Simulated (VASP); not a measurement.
# Hf3Cd: relaxation of cell and atoms with PBE

The system is Hf3Cd.

```xyz
4
Lattice="0.0000 3.5080 3.5080 3.5080 0.0000 3.5080 3.5080 3.5080 0.0000" Properties=species:S:1:pos:R:3 pbc="T T T"
Hf    1.7540    1.7540    1.7540
Hf    5.2619    5.2619    5.2619
Hf    3.5080    3.5080    3.5080
Cd    0.0000    0.0000    0.0000
```

The cell was generated, and may not be a known phase.

```yaml
Program: VASP 6.6.1
Task: relaxation of cell and atoms
Functional: PBE
Potentials_or_basis: VASP PAW PBE potentials, release 64 (Hf_pv, Cd)
Cutoff: 600 eV
k_mesh: 12 × 12 × 12
Occupations: gaussian, width 0.1 eV
Spin: no spin polarisation
Dipole_correction: no
Further_INCAR_settings: ALGO = Fast; EDIFF = 1e-07; IBRION = 2; EDIFFG = -0.01; NSW = 100; ISIF = 3
```

| Item | Value |
| --- | --- |
| Relaxed volume | 21.49 Å³/atom |
| Relaxed cell | a = 4.954 Å, b = 4.954 Å, c = 4.954 Å, α = 60.00°, β = 60.00°, γ = 60.00° |
| Space group after relaxing (to 0.1 Å) | Fm-3m (No. 225) |
| Energy gained by relaxing | 0.1 meV/atom |
| Ionic steps | 3 |
| Pressure after relaxing | 0.0 GPa |
| Band gap on the k mesh | zero (bands 21 and 22 overlap by 0.46 eV) |

The path:
| step | energy change (eV) | largest force (eV/Å) | pressure (GPa) | volume (Å³) |
| --- | --- | --- | --- | --- |
| 1 | 0.0000 | 0.0000 | -0.41 | 86.34 |
| 2 | -0.0001 | 0.0000 | 0.39 | 85.64 |
| 3 | -0.0005 | 0.0000 | 0.00 | 85.97 |

Final structure:
```cif
data_structure
_symmetry_space_group_name_H-M 'P 1'
_symmetry_Int_Tables_number 1
_cell_length_a 4.9540
_cell_length_b 4.9540
_cell_length_c 4.9540
_cell_angle_alpha 60.000
_cell_angle_beta 60.000
_cell_angle_gamma 60.000
_cell_volume 85.97
loop_
_atom_site_label
_atom_site_type_symbol
_atom_site_fract_x
_atom_site_fract_y
_atom_site_fract_z
_atom_site_occupancy
Hf1 Hf 0.25000 0.25000 0.25000 1
Hf2 Hf 0.75000 0.75000 0.75000 1
Hf3 Hf 0.50000 0.50000 0.50000 1
Cd1 Cd 0.00000 0.00000 0.00000 1
```

Levels at points of the mesh, in eV from the Fermi level:
```tsv
k point	band 19	band 20	band 21	band 22	band 23	band 24
(0.00, 0.00, 0.00)	-1.49	-1.49	0.20	0.20	0.20	3.09
(0.50, 0.00, 0.00)	-0.93	-0.41	-0.41	0.40	0.40	0.95
(0.50, 0.50, 0.00)	-0.28	-0.05	-0.05	0.00	0.00	1.59
```

Run time: 4.4 min on 1 thread of Intel(R) Xeon(R) 6975P-C (Granite Rapids), with other jobs on the host, peak memory 0.37 GiB.

Caveat: spin-orbit coupling is left out, which moves the levels of the heavy elements.
